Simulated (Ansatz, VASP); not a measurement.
**C in VASP and in Ansatz**

```
CELL_PARAMETERS angstrom
2.46565 0.00000 0.00000
-1.23283 2.13532 0.00000
0.00000 0.00000 17.50007
ATOMIC_POSITIONS crystal
C 0.66667 0.33333 0.25714
C 0.33333 0.66667 0.25714
C 0.83333 0.66667 0.42915
C 0.16667 0.33333 0.42914
```

Alike in both runs: task single point; functional PBE; dispersion D3(BJ); k mesh 15 × 15 × 1; occupations gaussian, width 0.1 eV; no spin polarisation.

|  | VASP | Ansatz |
| --- | --- | --- |
| version | VASP 6.6.1 | Ansatz 0.2.0 |
| potentials or method | VASP PAW PBE potentials, release 64 (C), cutoff 520 eV | scalar-relativistic, plane waves, PAW |
| valence electrons in the cell | 16 | 16 |

|  | VASP | Ansatz | Ansatz less VASP |
| --- | --- | --- | --- |
| gap on the k mesh at the Fermi level (eV) | 0.41 | 0.41 | 0.000 |
| least direct gap on the mesh (eV) | 0.41 | 0.41 | 0.000 |
| rms of the force components (eV/Å) | 0.083 | 0.083 | 0.0000 |

Atom by atom the forces differ by 0.000 eV/Å (rms over components). Ansatz's warnings: structure snapped to symmetry.
